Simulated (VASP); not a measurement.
# Si (Imma) in VASP: single point with PBE

Aim: the single point of Si with PBE.

Program: VASP 6.6.1. These are calculated values, not measurements. Logs are shortened: lines on timing, memory, paths and dates and some standing lists are left out, and cuts for length are marked.

## Step 1: The cell of the first run

Symmetry: Imma, No. 74, orthorhombic system. The conventional cell has a = 4.743 Å, b = 4.743 Å, c = 2.659 Å, α = 90.00°, β = 90.00°, γ = 90.00°. Si (site symmetry mm2) has 8 Si at 2.39 to 2.87 Å within 3.2 Å.

## Step 2: Single point, PBE (one atom moved)

INCAR reads:

```
PREC = Accurate
ENCUT = 520
EDIFF = 1E-6
ISMEAR = 0
SIGMA = 0.1
LREAL = False
LASPH = True
NELM = 60
ALGO = Normal
ISIF = 2
LWAVE = False
LCHARG = False
GGA = PE
NBANDS = 11
```

KPOINTS reads:

```
regular mesh
0
Gamma
  16 16 16
```

POSCAR reads:

```
Si
1.0
   -2.3713723045      2.3713723045      1.3292653899
    2.3713723045     -2.3713723045      1.3292653899
    2.3713723045      2.3713723045     -1.3292653899
Si
2
Direct
    0.3910553539      0.8910553539      0.5000000000
    0.5000000000      0.5000000000      0.0000000000
```

Potentials or basis: VASP PAW PBE potentials, release 64 (Si).

The run is started by

```
> cat potpaw_PBE.64/Si/POTCAR > POTCAR
> mpirun -np 1 vasp_std > vasp.out
```

OUTCAR:

```text
PREC = Accurate
   ENCUT = 520
   EDIFF = 1E-6
   ISMEAR = 0
   LREAL = False
   LASPH = True
   NELM = 60
   ISIF = 2
   GGA = PE

 ion  position               nearest neighbor table
   1  0.391  0.891  0.500-   2 2.39   2 2.39   2 2.59   2 2.59   2 2.87   2 2.87
   2  0.500  0.500  0.000-   1 2.39   1 2.39   1 2.59   1 2.59   1 2.87   1 2.87

  LATTYP: Found a body centered tetragonal cell.
 ALAT       =     4.7427446090
 C/A-ratio  =     0.5605468983

  Lattice vectors:

 A1 = (  -2.3713723045,   2.3713723045,   1.3292653899)
 A2 = (   2.3713723045,  -2.3713723045,   1.3292653899)
 A3 = (   2.3713723045,   2.3713723045,  -1.3292653899)

Analysis of symmetry for initial positions (statically):
=====================================================================
 Subroutine PRICEL returns:
 Original cell was already a primitive cell.

 Routine SETGRP: Setting up the symmetry group for a
 body centered tetragonal supercell.

 Subroutine GETGRP returns: Found  8 space group operations
 (whereof  4 operations were pure point group operations)
 out of a pool of 16 trial point group operations.

The static configuration has the point symmetry C_2v.
 The point group associated with its full space group is D_2h.

Analysis of symmetry for dynamics (positions and initial velocities):
=====================================================================
 Subroutine PRICEL returns:
 Original cell was already a primitive cell.

 Routine SETGRP: Setting up the symmetry group for a
 body centered tetragonal supercell.

 Subroutine GETGRP returns: Found  8 space group operations
 (whereof  4 operations were pure point group operations)
 out of a pool of 16 trial point group operations.

The dynamic configuration has the point symmetry C_2v.
 The point group associated with its full space group is D_2h.

 Subroutine INISYM returns: Found  8 space group operations
 (whereof  4 operations are pure point group operations),
 and found     1 'primitive' translations

----------------------------------------------------------------------------------------

                                     Primitive cell

  volume of cell :      29.9000

  direct lattice vectors                    reciprocal lattice vectors
    -2.371372304  2.371372304  1.329265390     0.000000000  0.210848376  0.376147610
     2.371372304 -2.371372304  1.329265390     0.210848376  0.000000000  0.376147610
     2.371372304  2.371372304 -1.329265390     0.210848376  0.210848376  0.000000000

  length of vectors
     3.607458896  3.607458896  3.607458896     0.431212317  0.431212317  0.298184633

  position of ions in fractional coordinates (direct lattice)
     0.391055354  0.891055354  0.500000000
     0.500000000  0.500000000  0.000000000

  ion indices of the primitive-cell ions
   primitive index   ion index
                 1           1
                 2           2

----------------------------------------------------------------------------------------

 KPOINTS: regular mesh

Automatic generation of k-mesh.
 Grid dimensions read from file:
 generate k-points for:   16   16   16

 Generating k-lattice:

  Cartesian coordinates                     Fractional coordinates (reciprocal lattice)
     0.000000000  0.013178024  0.023509226     0.062500000  0.000000000  0.000000000
     0.013178024  0.000000000  0.023509226     0.000000000  0.062500000  0.000000000
     0.013178024  0.013178024  0.000000000     0.000000000  0.000000000  0.062500000

  Length of vectors
     0.026950770  0.026950770  0.018636540

  Shift w.r.t. Gamma in fractional coordinates (k-lattice)
     0.000000000  0.000000000  0.000000000

 Subroutine IBZKPT returns following result:
 ===========================================

 Found    621 irreducible k-points:

 Following reciprocal coordinates:
            Coordinates               Weight
  0.000000  0.000000  0.000000      1.000000
  0.062500 -0.000000  0.000000      4.000000
  0.062500 -0.000000 -0.062500      4.000000
  0.125000 -0.000000  0.000000      4.000000
  0.125000 -0.000000 -0.125000      4.000000
  0.187500 -0.000000  0.000000      4.000000
[... 16 lines left out ...]
  0.250000  0.062500  0.000000      8.000000
  0.312500 -0.000000 -0.250000      8.000000
 [... further k-points ...]
   k-points           NKPTS =    621   k-points in BZ     NKDIM =    621   number of bands    NBANDS=     11
   number of dos      NEDOS =    301   number of ions     NIONS =      2
   total plane-waves  NPLWV =  21952
   dimension x,y,z NGX =    28 NGY =   28 NGZ =   28
   dimension x,y,z NGXF=    56 NGYF=   56 NGZF=   56
   ions per type =               2
   NGX,Y,Z   is equivalent  to a cutoff of  12.90, 12.90, 12.90 a.u.
   NGXF,Y,Z  is equivalent  to a cutoff of  25.81, 25.81, 25.81 a.u.
 SYSTEM =  unknown system
   PREC   = accura    normal or accurate (medium, high low for compatibility)
   ISTART =      0    job   : 0-new  1-cont  2-samecut
   ICHARG =      2    charge: 1-file 2-atom 10-const
   ISPIN  =      1    spin polarized calculation?
   LNONCOLLINEAR =      F non collinear calculations
   LSORBIT =      F    spin-orbit coupling
   LASPH  =      T    aspherical Exc in radial PAW
   ENCUT  =  520.0 eV  38.22 Ry    6.18 a.u.   6.71  6.71  6.71*2*pi/ulx,y,z
   NELM   =     60;   NELMIN=  2; NELMDL= -5     # of ELM steps
   EDIFF  = 0.1E-05   stopping-criterion for ELM
   LREAL  =      F    real-space projection
   EDIFFG = 0.1E-04   stopping-criterion for IOM
   NSW    =      0    number of steps for IOM
   IBRION =     -1    ionic relax: 0-MD 1-quasi-New 2-CG
   NFREE  =      0    steps in history (QN), initial steepest desc. (CG)
   ISIF   =      2    stress and relaxation
   ISYM   =      2    0-nonsym 1-usesym 2-fastsym
   POTIM  = 0.5000    time-step for ionic-motion
   TEBEG  =    0.0;   TEEND  =   0.0 temperature during run
   PSTRESS=    0.0 pullay stress
   NELECT =       8.0000    total number of electrons
   NUPDOWN=      -1.0000    fix difference up-down
   EMIN   =  10.00;   EMAX   =-10.00  energy-range for DOS
   EFERMI =   0.00;   METHOD = LEGACY
   ISMEAR =     0;   SIGMA  =   0.10  broadening in eV -4-tet -1-fermi 0-gaus
   EFERMI_NEDOS =   21; number of points for ismear=-14 and -15
   IALGO  =     38    algorithm
   IMIX   =      4    mixing-type and parameters
     AMIX     =   0.40;   BMIX     =  1.00
     AMIX_MAG =   1.60;   BMIX_MAG =  1.00
  volume/ion in A,a.u.               =      14.95       100.89
  Fermi-wavevector in a.u.,A,eV,Ry     =   1.054908  1.993486 15.140973  1.112830
  Thomas-Fermi vector in A             =   2.190086
   LORBIT       =      0    0 simple, 1 ext, 2 COOP (PROOUT), +10 PAW based schemes
   GGA     = PE    functional components
   LHFCALC =     F    Hartree Fock is set to
   AEXX    =    0.0000 exact exchange contribution
   IVDW    =     0    specifies the selected vdW correction
   LEPSILON=     F    determine dielectric tensor
   LRPA    =     F    only Hartree local field effects (RPA)
 non-spin polarized calculation
 Gauss-broadening in eV      SIGMA  =   0.10
  energy-cutoff  :      520.00
  volume of cell :       29.90
 maximum number of plane-waves:       818
   NGX = 13   NGY = 13   NGZ = 13

 number of electron       8.0000000 magnetization

 Free energy of the ion-electron system (eV)
  ---------------------------------------------------
  ext. energy  EPLUGINS =         0.00000000
  ---------------------------------------------------
  free energy    TOTEN  =       -10.20525565 eV

  energy without entropy =      -10.20197277  energy(sigma->0) =      -10.20361421

 E-fermi :   9.4322     XC(G=0): -10.9864

 val. band max:        9.4304643250   @ k =   0.3750  -0.0000  -0.2500
 cond. band min:       9.4345225490   @ k =  -0.3125   0.0625  -0.0000
 fundamental gap:      0.0040582240
 Fermi energy:         9.4321786688

 k-point     1 :       0.0000    0.0000    0.0000
  band No.  band energies     occupation
      1      -4.5136      2.00000
      2       6.7673      2.00000
      3       7.1386      2.00000
      4       7.6577      2.00000
      5      10.9450      0.00000
      6      17.1646      0.00000
      7      18.1087      0.00000
      8      18.6017      0.00000
      9      19.0105      0.00000
     10      19.1985      0.00000
     11      20.3918      0.00000

 k-point     2 :       0.0625   -0.0000    0.0000
  band No.  band energies     occupation
      1      -4.4090      2.00000
      2       6.6944      2.00000
      3       6.7145      2.00000
      4       8.2894      2.00000
      5      11.1808      0.00000
      6      16.3148      0.00000
      7      17.3046      0.00000
      8      17.8322      0.00000
      9      19.0329      0.00000
     10      19.1141      0.00000
     11      20.9554      0.00000

 k-point     3 :       0.0625   -0.0000   -0.0625
  band No.  band energies     occupation
      1      -4.4090      2.00000
      2       6.4387      2.00000
      3       7.0807      2.00000
      4       8.1549      2.00000
      5      11.2024      0.00000
      6      16.3520      0.00000
      7      17.2903      0.00000
      8      17.8251      0.00000
      9      18.5615      0.00000
     10      19.5840      0.00000
     11      21.0252      0.00000

 k-point     4 :       0.1250   -0.0000    0.0000
  band No.  band energies     occupation
      1      -4.0958      2.00000
      2       6.2487      2.00000
      3       6.6040      2.00000
      4       9.2897      1.95610
      5      11.8278      0.00000
      6      14.4941      0.00000
      7      15.6719      0.00000
      8      16.8064      0.00000
      9      18.2374      0.00000
     10      18.3714      0.00000
     11      20.1948      0.00000
[... 239 lines left out ...]
 k-point    22 :       0.2500   -0.0000   -0.1875
  band No.  band energies     occupation
      1      -2.9966      2.00000
      2       5.9256      2.00000
      3       7.6574      2.00000
      4       9.7224      0.00004
      5      11.6781      0.00000
      6      11.9648      0.00000
      7      13.5463      0.00000
      8      14.1938      0.00000
      9      16.1736      0.00000
     10      17.0574      0.00000
     11      20.4619      0.00000

 k-point    23 :       0.2500    0.0625    0.0000
  band No.  band energies     occupation
      1      -2.1192      2.00000
      2       6.1080      2.00000
      3       7.4133      2.00000
      4       8.3292      2.00000
      5      10.6147      0.00000
      6      12.4294      0.00000
      7      13.1744      0.00000
      8      14.2224      0.00000
      9      15.7823      0.00000
     10      16.5358      0.00000
     11      21.0009      0.00000

 k-point    24 :       0.3125   -0.0000   -0.2500
  band No.  band energies     occupation
      1      -2.1163      2.00000
      2       5.9285      2.00000
      3       7.7304      2.00000
      4       8.4764      2.00000
      5      10.2572      0.00000
      6      12.3942      0.00000
      7      12.6195      0.00000
      8      15.0775      0.00000
      9      15.7282      0.00000
     10      16.5501      0.00000
     11      21.1064      0.00000

 [... further k-points ...]
[... 5 lines left out ...]
  --------------------------------------------------------------------------------------
  -------------------------------------------------------------------------------------
  Total        2.1776462     -0.5329888      0.0139049      0.0000000      0.0000000      0.0000000
  in kB      116.6881445    -28.5599532      0.7450894      0.0000000      0.0000000      0.0000000
  external PRESSURE =      29.6244269 kB  Pullay stress =       0.0000000 kB

 VOLUME and BASIS-vectors are now :
 -----------------------------------------------------------------------------
  energy-cutoff  :      520.00
  volume of cell :       29.90
      direct lattice vectors                 reciprocal lattice vectors
    -2.371372304  2.371372304  1.329265390     0.000000000  0.210848376  0.376147610
     2.371372304 -2.371372304  1.329265390     0.210848376  0.000000000  0.376147610
     2.371372304  2.371372304 -1.329265390     0.210848376  0.210848376  0.000000000

 POSITION                                       TOTAL-FORCE (eV/Angst)
 -----------------------------------------------------------------------------------
      2.37137      0.00000      1.03963        -0.000000      0.000000     -0.208125
      0.00000      0.00000      1.32927         0.000000     -0.000000      0.208125
 -----------------------------------------------------------------------------------
    total drift:                               -0.000000     -0.000000      0.000000

  FREE ENERGIE OF THE ION-ELECTRON SYSTEM (eV)
  ---------------------------------------------------
  free  energy   TOTEN  =       -10.2052556497 eV

  energy  without entropy=      -10.2019727708  energy(sigma->0) =      -10.20361421
```

It took 59 s on 1 thread of Intel Xeon 6975P-C (Granite Rapids), shared host; peak memory 0.27 GiB.

What came out:

- Free energy: -10.2053 eV
- Pressure: 3.0 GPa
- Largest force: 0.208 eV/Å
- Band gap on the k mesh: zero (bands 4 and 5 overlap by 6.41 eV)

Forces on the atoms (eV/Å):
```
Si   0.000  0.000 -0.208
Si   0.000  0.000  0.208
```

Caveat: the cell differs from its parent crystal (one atom moved).
